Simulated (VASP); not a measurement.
# Cu (P6_3/mmc) in VASP: a series of runs

The runs below take Cu through single point, with PBEsol, PBE.

Everything below comes from runs of VASP 6.6.1. Logs are shortened: lines on timing, memory, paths and dates and some standing lists are left out, and cuts for length are marked.

**1. The cell of the first run**

The structure is hexagonal, space group P6_3/mmc (No. 194). The conventional cell has a = 2.548 Å, b = 2.548 Å, c = 8.317 Å, α = 90.00°, β = 90.00°, γ = 120.00°. Within 3.4 Å of Cu (site symmetry -6m2) lie 12 Cu at 2.55 Å. Within 3.4 Å of Cu (site symmetry -3m) lie 12 Cu at 2.55 Å.

**2. Single point, PBEsol**

INCAR reads:

```
  ALGO = Normal
  EDIFF = 1E-6
  ENCUT = 700
  GGA = PS
  GGA_COMPAT = F
  ISIF = 2
  ISMEAR = -1
  LASPH = T
  LCHARG = F
  LREAL = F
  LWAVE = F
  NBANDS = 46
  NELM = 120
  PREC = Accurate
  SIGMA = 0.05
```

KPOINTS reads:

```
k-points
0
Gamma
  12 12 4
```

POSCAR reads:

```
Cu
1.0
    2.5475245418      0.0000000000      0.0000000000
   -1.2737622710      2.2062209700      0.0000000000
    0.0000000000      0.0000000000      8.3165306817
Cu
4
Direct
    0.6666666667      0.3333333333      0.7500000000
    0.0000000000      0.0000000000      0.5000000000
    0.3333333333      0.6666666667      0.2500000000
    0.0000000000      0.0000000000      0.0000000000
```

Potentials or basis: VASP PAW PBE potentials, release 64 (Cu_sv_GW).

On the command line:

```sh
cat potpaw_PBE.64/Cu_sv_GW/POTCAR > POTCAR
mpirun -np 1 vasp_std > vasp.out
```

OUTCAR:

```text
EDIFF = 1E-6
   ENCUT = 700
   GGA = PS
   ISIF = 2
   ISMEAR = -1
   LASPH = T
   LREAL = F
   NELM = 120
   PREC = Accurate

 ion  position               nearest neighbor table
   1  0.667  0.333  0.750-   2 2.55   4 2.55   2 2.55   4 2.55   2 2.55   4 2.55
   2  0.000  0.000  0.500-   1 2.55   3 2.55   1 2.55   3 2.55   1 2.55   3 2.55
   3  0.333  0.667  0.250-   2 2.55   4 2.55   2 2.55   4 2.55   2 2.55   4 2.55
   4  0.000  0.000  0.000-   1 2.55   3 2.55   1 2.55   3 2.55   1 2.55   3 2.55

  LATTYP: Found a hexagonal cell.
 ALAT       =     2.5475245418
 C/A-ratio  =     3.2645537051

  Lattice vectors:

 A1 = (   2.5475245418,   0.0000000000,   0.0000000000)
 A2 = (  -1.2737622710,   2.2062209700,   0.0000000000)
 A3 = (   0.0000000000,   0.0000000000,   8.3165306817)

Analysis of symmetry for initial positions (statically):
=====================================================================
 Subroutine PRICEL returns:
 Original cell was already a primitive cell.

 Routine SETGRP: Setting up the symmetry group for a
 hexagonal supercell.

 Subroutine GETGRP returns: Found 24 space group operations
 (whereof 12 operations were pure point group operations)
 out of a pool of 24 trial point group operations.

The static configuration has the point symmetry D_3d.
 The point group associated with its full space group is D_6h.

Analysis of symmetry for dynamics (positions and initial velocities):
=====================================================================
 Subroutine PRICEL returns:
 Original cell was already a primitive cell.

 Routine SETGRP: Setting up the symmetry group for a
 hexagonal supercell.

 Subroutine GETGRP returns: Found 24 space group operations
 (whereof 12 operations were pure point group operations)
 out of a pool of 24 trial point group operations.

The dynamic configuration has the point symmetry D_3d.
 The point group associated with its full space group is D_6h.

 Subroutine INISYM returns: Found 24 space group operations
 (whereof 12 operations are pure point group operations),
 and found     1 'primitive' translations

----------------------------------------------------------------------------------------

                                     Primitive cell

  volume of cell :      46.7422

  direct lattice vectors                    reciprocal lattice vectors
     2.547524542  0.000000000  0.000000000     0.392537926  0.226631877  0.000000000
    -1.273762271  2.206220970  0.000000000     0.000000000  0.453263754  0.000000000
     0.000000000  0.000000000  8.316530682     0.000000000  0.000000000  0.120242447

  length of vectors
     2.547524542  2.547524542  8.316530682     0.453263754  0.453263754  0.120242447

  position of ions in fractional coordinates (direct lattice)
     0.666666667  0.333333333  0.750000000
     0.000000000  0.000000000  0.500000000
     0.333333333  0.666666667  0.250000000
     0.000000000  0.000000000  0.000000000

  ion indices of the primitive-cell ions
   primitive index   ion index
                 1           1
                 2           2
                 3           3
                 4           4

----------------------------------------------------------------------------------------

 KPOINTS: k-points

Automatic generation of k-mesh.
 Grid dimensions read from file:
 generate k-points for:   12   12    4

 Generating k-lattice:

  Cartesian coordinates                     Fractional coordinates (reciprocal lattice)
     0.032711494  0.018885990  0.000000000     0.083333333 -0.000000000  0.000000000
     0.000000000  0.037771980  0.000000000     0.000000000  0.083333333  0.000000000
     0.000000000  0.000000000  0.030060612     0.000000000  0.000000000  0.250000000

  Length of vectors
     0.037771980  0.037771980  0.030060612

  Shift w.r.t. Gamma in fractional coordinates (k-lattice)
     0.000000000  0.000000000  0.000000000

 Subroutine IBZKPT returns following result:
 ===========================================

 Found     57 irreducible k-points:

 Following reciprocal coordinates:
            Coordinates               Weight
  0.000000  0.000000  0.000000      1.000000
  0.083333  0.000000  0.000000      6.000000
  0.166667 -0.000000  0.000000      6.000000
  0.250000 -0.000000  0.000000      6.000000
  0.333333 -0.000000  0.000000      6.000000
  0.416667  0.000000  0.000000      6.000000
[... 16 lines left out ...]
  0.250000 -0.000000  0.250000     12.000000
  0.333333 -0.000000  0.250000     12.000000
 [... further k-points ...]
   k-points           NKPTS =     57   k-points in BZ     NKDIM =     57   number of bands    NBANDS=     46
   number of dos      NEDOS =    301   number of ions     NIONS =      4
   total plane-waves  NPLWV =  41472
   dimension x,y,z NGX =    24 NGY =   24 NGZ =   72
   dimension x,y,z NGXF=    48 NGYF=   48 NGZF=  144
   ions per type =               4
   NGX,Y,Z   is equivalent  to a cutoff of  15.66, 15.66, 14.39 a.u.
   NGXF,Y,Z  is equivalent  to a cutoff of  31.32, 31.32, 28.79 a.u.
 SYSTEM =  unknown system
   PREC   = accura    normal or accurate (medium, high low for compatibility)
   ISTART =      0    job   : 0-new  1-cont  2-samecut
   ICHARG =      2    charge: 1-file 2-atom 10-const
   ISPIN  =      1    spin polarized calculation?
   LNONCOLLINEAR =      F non collinear calculations
   LSORBIT =      F    spin-orbit coupling
   LASPH  =      T    aspherical Exc in radial PAW
   ENCUT  =  700.0 eV  51.45 Ry    7.17 a.u.   5.50  5.50 17.94*2*pi/ulx,y,z
   NELM   =    120;   NELMIN=  2; NELMDL= -5     # of ELM steps
   EDIFF  = 0.1E-05   stopping-criterion for ELM
   LREAL  =      F    real-space projection
   EDIFFG = 0.1E-04   stopping-criterion for IOM
   NSW    =      0    number of steps for IOM
   IBRION =     -1    ionic relax: 0-MD 1-quasi-New 2-CG
   NFREE  =      0    steps in history (QN), initial steepest desc. (CG)
   ISIF   =      2    stress and relaxation
   ISYM   =      2    0-nonsym 1-usesym 2-fastsym
   POTIM  = 0.5000    time-step for ionic-motion
   TEBEG  =    0.0;   TEEND  =   0.0 temperature during run
   PSTRESS=    0.0 pullay stress
   NELECT =      76.0000    total number of electrons
   NUPDOWN=      -1.0000    fix difference up-down
   EMIN   =  10.00;   EMAX   =-10.00  energy-range for DOS
   EFERMI =   0.00;   METHOD = LEGACY
   ISMEAR =    -1;   SIGMA  =   0.05  broadening in eV -4-tet -1-fermi 0-gaus
   EFERMI_NEDOS =   21; number of points for ismear=-14 and -15
   IALGO  =     38    algorithm
   IMIX   =      4    mixing-type and parameters
     AMIX     =   0.40;   BMIX     =  1.00
     AMIX_MAG =   1.60;   BMIX_MAG =  1.00
  volume/ion in A,a.u.               =      11.69        78.86
  Fermi-wavevector in a.u.,A,eV,Ry     =   1.925054  3.637824 50.420899  3.705832
  Thomas-Fermi vector in A             =   2.958525
   LORBIT       =      0    0 simple, 1 ext, 2 COOP (PROOUT), +10 PAW based schemes
   GGA     = PS    functional components
   LHFCALC =     F    Hartree Fock is set to
   AEXX    =    0.0000 exact exchange contribution
   IVDW    =     0    specifies the selected vdW correction
   LEPSILON=     F    determine dielectric tensor
   LRPA    =     F    only Hartree local field effects (RPA)
 non-spin polarized calculation
  energy-cutoff  :      700.00
  volume of cell :       46.74
 maximum number of plane-waves:      2016
 NGX is ok and might be reduce to    24
   NGX = 11   NGY = 11   NGZ = 35

 number of electron      76.0000058 magnetization

 Free energy of the ion-electron system (eV)
  ---------------------------------------------------
  ext. energy  EPLUGINS =         0.00000000
  ---------------------------------------------------
  free energy    TOTEN  =       -17.50330975 eV

  energy without entropy =      -17.49007342  energy(sigma->0) =      -17.49669158

 E-fermi :   7.4438     XC(G=0): -13.6189

 val. band max:        7.4169645346   @ k =   0.1667   0.0833   0.5000
 cond. band min:       7.5483438230   @ k =   0.5000  -0.0000   0.5000
 fundamental gap:      0.1313792885
 Fermi energy:         7.4437658871

 k-point     1 :       0.0000    0.0000    0.0000
  band No.  band energies     occupation
      1    -104.7379      2.00000
      2    -104.7344      2.00000
      3    -104.7162      2.00000
      4    -104.7133      2.00000
      5     -62.3191      2.00000
      6     -62.2704      2.00000
[... 38 lines left out ...]
     45      29.4656      0.00000
     46      29.6820      0.00000

 k-point     2 :       0.0833    0.0000    0.0000
  band No.  band energies     occupation
      1    -104.7371      2.00000
      2    -104.7341      2.00000
      3    -104.7159      2.00000
      4    -104.7131      2.00000
      5     -62.3176      2.00000
      6     -62.2711      2.00000
[... 38 lines left out ...]
     45      27.4991      0.00000
     46      27.5858      0.00000

 k-point     3 :       0.1667   -0.0000    0.0000
  band No.  band energies     occupation
      1    -104.7344      2.00000
      2    -104.7319      2.00000
      3    -104.7140      2.00000
      4    -104.7119      2.00000
      5     -62.3111      2.00000
      6     -62.2727      2.00000
[... 38 lines left out ...]
     45      23.7779      0.00000
     46      23.8216      0.00000

 k-point     4 :       0.2500   -0.0000    0.0000
  band No.  band energies     occupation
      1    -104.7312      2.00000
      2    -104.7294      2.00000
      3    -104.7117      2.00000
      4    -104.7097      2.00000
      5     -62.3014      2.00000
      6     -62.2798      2.00000
[... 920 lines left out ...]
     45      23.8554      0.00000
     46      25.0129      0.00000

 k-point    23 :       0.2500   -0.0000    0.2500
  band No.  band energies     occupation
      1    -104.7310      2.00000
      2    -104.7297      2.00000
      3    -104.7112      2.00000
      4    -104.7101      2.00000
      5     -62.3000      2.00000
      6     -62.2876      2.00000
[... 38 lines left out ...]
     45      21.2585      0.00000
     46      23.6410      0.00000

 k-point    24 :       0.3333   -0.0000    0.2500
  band No.  band energies     occupation
      1    -104.7276      2.00000
      2    -104.7269      2.00000
      3    -104.7087      2.00000
      4    -104.7079      2.00000
      5     -62.3019      2.00000
      6     -62.2937      2.00000
[... 38 lines left out ...]
     45      20.0477      0.00000
     46      20.8276      0.00000

 [... further k-points ...]
[... 5 lines left out ...]
  --------------------------------------------------------------------------------------
  -------------------------------------------------------------------------------------
  Total       -2.8510061     -2.8510061     -2.9880417      0.0000000      0.0000000      0.0000000
  in kB      -97.7235306    -97.7235306   -102.4206792      0.0000000      0.0000000      0.0000000
  external PRESSURE =     -99.2892468 kB  Pullay stress =       0.0000000 kB

 VOLUME and BASIS-vectors are now :
 -----------------------------------------------------------------------------
  energy-cutoff  :      700.00
  volume of cell :       46.74
      direct lattice vectors                 reciprocal lattice vectors
     2.547524542  0.000000000  0.000000000     0.392537926  0.226631877  0.000000000
    -1.273762271  2.206220970  0.000000000     0.000000000  0.453263754  0.000000000
     0.000000000  0.000000000  8.316530682     0.000000000  0.000000000  0.120242447

 POSITION                                       TOTAL-FORCE (eV/Angst)
 -----------------------------------------------------------------------------------
      1.27376      0.73541      6.23740         0.000000     -0.000000     -0.000000
      0.00000      0.00000      4.15827        -0.000000      0.000000      0.000000
     -0.00000      1.47081      2.07913        -0.000000      0.000000     -0.000000
      0.00000      0.00000      0.00000        -0.000000      0.000000      0.000000
 -----------------------------------------------------------------------------------
    total drift:                               -0.000000      0.000000      0.000000

  FREE ENERGIE OF THE ION-ELECTRON SYSTEM (eV)
  ---------------------------------------------------
  free  energy   TOTEN  =       -17.5033097466 eV

  energy  without entropy=      -17.4900734227  energy(sigma->0) =      -17.49669158
```

Wall time 1.8 min (1 thread of Intel Xeon 6975P-C (Granite Rapids), shared host); peak memory 0.3 GiB.

Results:

```yaml
Free_energy: -17.5033 eV
Pressure: -9.9 GPa
Band_gap_on_the_k_mesh: zero (band 38 reaches 10.88 eV, above the bottom of band 39 at 5.78 eV)
```

Stress tensor (GPa, compression positive):
```
 -9.77   0.00   0.00
  0.00  -9.77   0.00
  0.00   0.00 -10.24
```

Caveat: the PAW data sets were made with another functional, which shifts forces and pressure a little.

[end of part 1 of 2]
